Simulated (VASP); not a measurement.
# Zn in VASP: a series of runs

The runs below take Zn through relaxation of the atoms, with LDA.

Everything below comes from runs of VASP 6.6.1. Logs are shortened: lines on timing, memory, paths and dates and some standing lists are left out, and cuts for length are marked.

### Step 1. The cell of the first run

The cell holds a slab with vacuum, 2 atoms: a = 2.575 Å, b = 2.575 Å, c = 18.357 Å, α = 90.00°, β = 90.00°, γ = 120.00°.

### Step 2. Relaxation of the atoms, LDA

Contents of INCAR:

```
ALGO = Normal ; DIPOL = 0.5 0.5 0.500
EDIFF = 1E-7 ; EDIFFG = -0.01
ENCUT = 450 ; GGA = CA
GGA_COMPAT = F ; IBRION = 2
IDIPOL = 3 ; ISIF = 2
ISMEAR = -1 ; LASPH = T
LCHARG = F ; LDIPOL = T
LREAL = F ; LWAVE = F
NELM = 120 ; NELMDL = -8
NELMIN = 4 ; NSW = 60
PREC = Accurate ; SIGMA = 0.1
```

Contents of KPOINTS:

```
k-points
0
Gamma
  16 16 1
```

Contents of POSCAR:

```
Zn
1.0
    2.5745889075      0.0000000000      0.0000000000
   -1.2872944537      2.2296593982      0.0000000000
    0.0000000000      0.0000000000     18.3568000000
Zn
2
Direct
    0.8333333330      0.1666666670      0.4358063095
    0.1666666670      0.8333333330      0.5641936905
```

Potentials or basis: VASP PAW LDA potentials, release 64 (Zn).

Started as:

```sh
cat potpaw_LDA.64/Zn/POTCAR > POTCAR
mpirun -np 1 vasp_std > vasp.out
```

OUTCAR:

```text
EDIFF = 1E-7
   EDIFFG = -0.01
   ENCUT = 450
   GGA = CA
   IBRION = 2
   ISIF = 2
   ISMEAR = -1
   LASPH = T
   LREAL = F
   NELM = 120
   NELMDL = -8
   NELMIN = 4
   NSW = 60
   PREC = Accurate

 ion  position               nearest neighbor table
   1  0.833  0.167  0.436-   2 2.79   2 2.79   2 2.79
   2  0.167  0.833  0.564-   1 2.79   1 2.79   1 2.79

  LATTYP: Found a hexagonal cell.
 ALAT       =     2.5745889075
 C/A-ratio  =     7.1299926550

  Lattice vectors:

 A1 = (   2.5745889075,   0.0000000000,   0.0000000000)
 A2 = (  -1.2872944537,   2.2296593982,   0.0000000000)
 A3 = (   0.0000000000,   0.0000000000,  18.3568000000)

Analysis of symmetry for initial positions (statically):
=====================================================================
 Subroutine PRICEL returns:
 Original cell was already a primitive cell.

 Routine SETGRP: Setting up the symmetry group for a
 hexagonal supercell.

 Subroutine GETGRP returns: Found 12 space group operations
 (whereof  4 operations were pure point group operations)
 out of a pool of 24 trial point group operations.

The static configuration has the point symmetry C_2h.
 The point group associated with its full space group is D_3d.

Analysis of symmetry for dynamics (positions and initial velocities):
=====================================================================
 Subroutine PRICEL returns:
 Original cell was already a primitive cell.

 Routine SETGRP: Setting up the symmetry group for a
 hexagonal supercell.

 Subroutine GETGRP returns: Found 12 space group operations
 (whereof  4 operations were pure point group operations)
 out of a pool of 24 trial point group operations.

The dynamic configuration has the point symmetry C_2h.
 The point group associated with its full space group is D_3d.

 Subroutine INISYM returns: Found 12 space group operations
 (whereof  4 operations are pure point group operations),
 and found     1 'primitive' translations

----------------------------------------------------------------------------------------

                                     Primitive cell

  volume of cell :     105.3764

  direct lattice vectors                    reciprocal lattice vectors
     2.574588907  0.000000000  0.000000000     0.388411524  0.224249498  0.000000000
    -1.287294454  2.229659398  0.000000000     0.000000000  0.448498995  0.000000000
     0.000000000  0.000000000 18.356800000     0.000000000  0.000000000  0.054475726

  length of vectors
     2.574588907  2.574588907 18.356800000     0.448498995  0.448498995  0.054475726

  position of ions in fractional coordinates (direct lattice)
     0.833333333  0.166666667  0.435806310
     0.166666667  0.833333333  0.564193690

  ion indices of the primitive-cell ions
   primitive index   ion index
                 1           1
                 2           2

----------------------------------------------------------------------------------------

 KPOINTS: k-points

Automatic generation of k-mesh.
 Grid dimensions read from file:
 generate k-points for:   16   16    1

 Generating k-lattice:

  Cartesian coordinates                     Fractional coordinates (reciprocal lattice)
     0.024275720  0.014015594  0.000000000     0.062500000 -0.000000000  0.000000000
     0.000000000  0.028031187  0.000000000     0.000000000  0.062500000  0.000000000
     0.000000000  0.000000000  0.054475726     0.000000000  0.000000000  1.000000000

  Length of vectors
     0.028031187  0.028031187  0.054475726

  Shift w.r.t. Gamma in fractional coordinates (k-lattice)
     0.000000000  0.000000000  0.000000000

 Subroutine IBZKPT returns following result:
 ===========================================

 Found     30 irreducible k-points:

 Following reciprocal coordinates:
            Coordinates               Weight
  0.000000  0.000000  0.000000      1.000000
  0.062500  0.000000  0.000000      6.000000
  0.125000  0.000000  0.000000      6.000000
  0.187500  0.000000  0.000000      6.000000
  0.250000  0.000000  0.000000      6.000000
  0.312500  0.000000  0.000000      6.000000
[... 16 lines left out ...]
  0.187500  0.187500  0.000000      6.000000
  0.250000  0.187500  0.000000     12.000000
 [... further k-points ...]
   k-points           NKPTS =     30   k-points in BZ     NKDIM =     30   number of bands    NBANDS=     16
   number of dos      NEDOS =    301   number of ions     NIONS =      2
   total plane-waves  NPLWV =  41472
   dimension x,y,z NGX =    18 NGY =   18 NGZ =  128
   dimension x,y,z NGXF=    36 NGYF=   36 NGZF=  256
   ions per type =               2
   NGX,Y,Z   is equivalent  to a cutoff of  11.62, 11.62, 11.59 a.u.
   NGXF,Y,Z  is equivalent  to a cutoff of  23.25, 23.25, 23.18 a.u.
 SYSTEM =  unknown system
   PREC   = accura    normal or accurate (medium, high low for compatibility)
   ISTART =      0    job   : 0-new  1-cont  2-samecut
   ICHARG =      2    charge: 1-file 2-atom 10-const
   ISPIN  =      1    spin polarized calculation?
   LNONCOLLINEAR =      F non collinear calculations
   LSORBIT =      F    spin-orbit coupling
   LASPH  =      T    aspherical Exc in radial PAW
   ENCUT  =  450.0 eV  33.07 Ry    5.75 a.u.   4.45  4.45 31.75*2*pi/ulx,y,z
   NELM   =    120;   NELMIN=  4; NELMDL= -8     # of ELM steps
   EDIFF  = 0.1E-06   stopping-criterion for ELM
   LREAL  =      F    real-space projection
   EDIFFG = -.1E-01   stopping-criterion for IOM
   NSW    =     60    number of steps for IOM
   IBRION =      2    ionic relax: 0-MD 1-quasi-New 2-CG
   NFREE  =      1    steps in history (QN), initial steepest desc. (CG)
   ISIF   =      2    stress and relaxation
   ISYM   =      2    0-nonsym 1-usesym 2-fastsym
   POTIM  = 0.5000    time-step for ionic-motion
   TEBEG  =    0.0;   TEEND  =   0.0 temperature during run
   PSTRESS=    0.0 pullay stress
   NELECT =      24.0000    total number of electrons
   NUPDOWN=      -1.0000    fix difference up-down
   EMIN   =  10.00;   EMAX   =-10.00  energy-range for DOS
   EFERMI =   0.00;   METHOD = LEGACY
   ISMEAR =    -1;   SIGMA  =   0.10  broadening in eV -4-tet -1-fermi 0-gaus
   EFERMI_NEDOS =   21; number of points for ismear=-14 and -15
   IALGO  =     38    algorithm
   IMIX   =      4    mixing-type and parameters
     AMIX     =   0.40;   BMIX     =  1.00
     AMIX_MAG =   1.60;   BMIX_MAG =  1.00
  volume/ion in A,a.u.               =      52.69       355.56
  Fermi-wavevector in a.u.,A,eV,Ry     =   0.999764  1.889280 13.599402  0.999528
  Thomas-Fermi vector in A             =   2.132076
   LORBIT       =      0    0 simple, 1 ext, 2 COOP (PROOUT), +10 PAW based schemes
   GGA     = CA    functional components
   LHFCALC =     F    Hartree Fock is set to
   AEXX    =    0.0000 exact exchange contribution
   IVDW    =     0    specifies the selected vdW correction
   LEPSILON=     F    determine dielectric tensor
   LRPA    =     F    only Hartree local field effects (RPA)
 conjugate gradient relaxation of ions
 non-spin polarized calculation
  energy-cutoff  :      450.00
  volume of cell :      105.38
 maximum number of plane-waves:      2337
 NGX is ok and might be reduce to    18
   NGX =  9   NGY =  9   NGZ = 63

--------------------------------------- Ionic step        1  -------------------------------------------

 number of electron      23.9999983 magnetization

 Free energy of the ion-electron system (eV)
  ---------------------------------------------------
  ext. energy  EPLUGINS =         0.00000000
  ---------------------------------------------------
  free energy    TOTEN  =        -3.31130620 eV

  energy without entropy =       -3.28936897  energy(sigma->0) =       -3.30033758

------------------------ aborting loop because EDIFF is reached ----------------------------------------

  FORCE on cell =-STRESS in cart. coord.  units (eV):
  Direction    XX          YY          ZZ          XY          YZ          ZX
  --------------------------------------------------------------------------------------
  -------------------------------------------------------------------------------------
  Total       -1.5813809     -1.5813809      0.4274417     -0.0000000     -0.0000000     -0.0000000
  in kB      -24.0438314    -24.0438314      6.4989628     -0.0000000     -0.0000000     -0.0000000
  external PRESSURE =     -13.8629000 kB  Pullay stress =       0.0000000 kB
[... 95 lines left out ...]
--------------------------------------- Ionic step        4  -------------------------------------------

 number of electron      24.0000035 magnetization

 dipolmoment           0.000000      0.000000     -0.000000 electrons x Angstroem

------------------------ aborting loop because EDIFF is reached ----------------------------------------

  FORCE on cell =-STRESS in cart. coord.  units (eV):
  Direction    XX          YY          ZZ          XY          YZ          ZX
  --------------------------------------------------------------------------------------
  -------------------------------------------------------------------------------------
  Total       -1.9728668     -1.9728668     -0.1639204     -0.0000000     -0.0000000     -0.0000000
  in kB      -29.9961114    -29.9961114     -2.4922995     -0.0000000     -0.0000000     -0.0000000
  external PRESSURE =     -20.8281741 kB  Pullay stress =       0.0000000 kB
[... 23 lines left out ...]
--------------------------------------- Ionic step        5  -------------------------------------------

 number of electron      23.9999979 magnetization

 dipolmoment           0.000000      0.000000      0.000000 electrons x Angstroem

 Free energy of the ion-electron system (eV)
  ---------------------------------------------------
  ext. energy  EPLUGINS =         0.00000000
  ---------------------------------------------------
  free energy    TOTEN  =        -3.32581194 eV

  energy without entropy =       -3.31124579  energy(sigma->0) =       -3.31852887

 E-fermi :  -2.4820     XC(G=0):  -4.2499

 val. band max:       -2.5950664536   @ k =   0.1250   0.1250   0.0000
 cond. band min:      -2.4594488827   @ k =   0.1875   0.0625   0.0000
 fundamental gap:      0.1356175709
 Fermi energy:        -2.4819635558

 k-point     1 :       0.0000    0.0000    0.0000
  band No.  band energies     occupation
      1     -12.2314      2.00000
      2     -11.2798      2.00000
      3     -10.2831      2.00000
      4     -10.0970      2.00000
      5     -10.0970      2.00000
      6     -10.0763      2.00000
[... 433 lines left out ...]
      3     -10.3973      2.00000
      4     -10.1684      2.00000
      5     -10.0286      2.00000
      6      -9.9496      2.00000
[... 8 lines left out ...]
     15       4.2018      0.00000
     16       4.8942      0.00000

 [... further k-points ...]

------------------------ aborting loop because EDIFF is reached ----------------------------------------

 vacuum level on the upper side and lower side of the slab       (xc-potential included)        -0.189        -0.189

  FORCE on cell =-STRESS in cart. coord.  units (eV):
  Direction    XX          YY          ZZ          XY          YZ          ZX
  --------------------------------------------------------------------------------------
  -------------------------------------------------------------------------------------
  Total       -1.9317436     -1.9317436     -0.0552193     -0.0000000     -0.0000000     -0.0000000
  in kB      -29.3708597    -29.3708597     -0.8395721     -0.0000000     -0.0000000     -0.0000000
  external PRESSURE =     -19.8604305 kB  Pullay stress =       0.0000000 kB
[... 17 lines left out ...]
  FREE ENERGIE OF THE ION-ELECTRON SYSTEM (eV)
  ---------------------------------------------------
  free  energy   TOTEN  =        -3.3258119438 eV

  energy  without entropy=       -3.3112457949  energy(sigma->0) =       -3.31852887

 reached required accuracy - stopping structural energy minimisation

 vacuum level on the upper side and lower side of the slab         1.953         1.953
```

Wall time 5.3 min (1 thread of Intel Xeon 8259CL, shared host); peak memory 0.18 GiB.

What came out:

| Item | Value |
| --- | --- |
| Free energy | -3.3258 eV |
| Energy gained by relaxing | 7.3 meV/atom |
| Ionic steps | 5 |
| Largest force after relaxing | 0.004 eV/Å |
| Band gap on the k mesh | zero (bands 12 and 13 overlap by 3.85 eV) |

Forces on the atoms (eV/Å):
```
Zn   0.000  0.000  0.004
Zn   0.000  0.000 -0.004
```

The path:
| step | energy change (eV) | largest force (eV/Å) | pressure (GPa) |
| --- | --- | --- | --- |
| 1 | 0.0000 | 0.1964 | -1.39 |
| 2 | -0.0035 | 0.1733 | -1.48 |
| 3 | -0.0112 | 0.0953 | -1.72 |
| 4 | -0.0137 | 0.0439 | -2.08 |
| 5 | -0.0145 | 0.0043 | -1.99 |

Final structure:
```cif
data_structure
_symmetry_space_group_name_H-M 'P 1'
_symmetry_Int_Tables_number 1
_cell_length_a 2.5746
_cell_length_b 2.5746
_cell_length_c 18.3568
_cell_angle_alpha 90.000
_cell_angle_beta 90.000
_cell_angle_gamma 120.000
_cell_volume 105.38
loop_
_atom_site_label
_atom_site_type_symbol
_atom_site_fract_x
_atom_site_fract_y
_atom_site_fract_z
_atom_site_occupancy
Zn1 Zn 0.83333 0.16667 0.43162 1
Zn2 Zn 0.16667 0.83333 0.56838 1
```

Levels at points of the mesh, in eV from the Fermi level:
| k point | band 10 | band 11 | band 12 | band 13 | band 14 | band 15 |
| --- | --- | --- | --- | --- | --- | --- |
| (0.00, 0.00, 0.00) | -6.99 | -6.99 | -5.74 | -1.88 | 2.58 | 4.19 |
| (0.50, 0.00, 0.00) | -6.70 | -1.74 | -1.18 | 1.35 | 2.18 | 5.58 |

### Step 3. Relaxation of the atoms, LDA

Contents of INCAR:

```
  ALGO = Normal
  DIPOL = 0.5 0.5 0.500
  EDIFF = 1E-7
  EDIFFG = -0.01
  ENCUT = 450
  GGA_COMPAT = False
  IBRION = 2
  IDIPOL = 3
  ISIF = 2
  ISMEAR = -1
  LASPH = True
  LCHARG = False
  LDIPOL = True
  LREAL = False
  LWAVE = False
  NELM = 120
  NELMDL = -8
  NELMIN = 4
  NSW = 32
  PREC = Accurate
  SIGMA = 0.1
```

KPOINTS is that of step 2.

Contents of POSCAR:

```
Zn
1.0
    2.5745889075      0.0000000000      0.0000000000
   -1.2872944537      2.2296593982      0.0000000000
    0.0000000000      0.0000000000     18.3568000000
Zn
2
Direct
    0.8333333333      0.1666666667      0.4318875542
    0.1666666667      0.8333333333      0.5681124458
```

Potentials or basis: VASP PAW LDA potentials, release 64 (Zn).

Started as:

```sh
cat potpaw_LDA.64/Zn/POTCAR > POTCAR
mpirun -np 1 vasp_std > vasp.out
```

It took 2.2 min on 1 thread of Intel Xeon 8259CL, shared host; peak memory 0.18 GiB.

Results (log left out):

| Property | Result |
| --- | --- |
| Free energy | -3.3258 eV |
| Largest force after relaxing | 0.006 eV/Å |
| Band gap on the k mesh | zero (bands 12 and 13 overlap by 3.83 eV) |

Forces in eV/Å, atoms in the order of the input:
```
Zn   0.000  0.000 -0.006
Zn   0.000  0.000  0.006
```

Final structure:
```xyz
2
Lattice="2.5746 0.0000 0.0000 -1.2873 2.2297 0.0000 0.0000 0.0000 18.3568" Properties=species:S:1:pos:R:3 pbc="T T T"
Zn    1.9309    0.3716    7.9281
Zn   -0.6436    1.8580   10.4287
```

Levels at points of the mesh, in eV from the Fermi level:
| k point | band 8 | band 9 | band 10 | band 11 | band 12 | band 13 | band 14 | band 15 | band 16 |
| --- | --- | --- | --- | --- | --- | --- | --- | --- | --- |
| (0.00, 0.00, 0.00) | -7.09 | -7.09 | -7.00 | -7.00 | -5.74 | -1.88 | 2.60 | 4.19 | 5.24 |
| (0.50, 0.00, 0.00) | -7.04 | -6.71 | -6.70 | -1.75 | -1.19 | 1.36 | 2.19 | 5.58 | 7.06 |

Caveat: the relaxation stopped at its first step, so nothing moved.
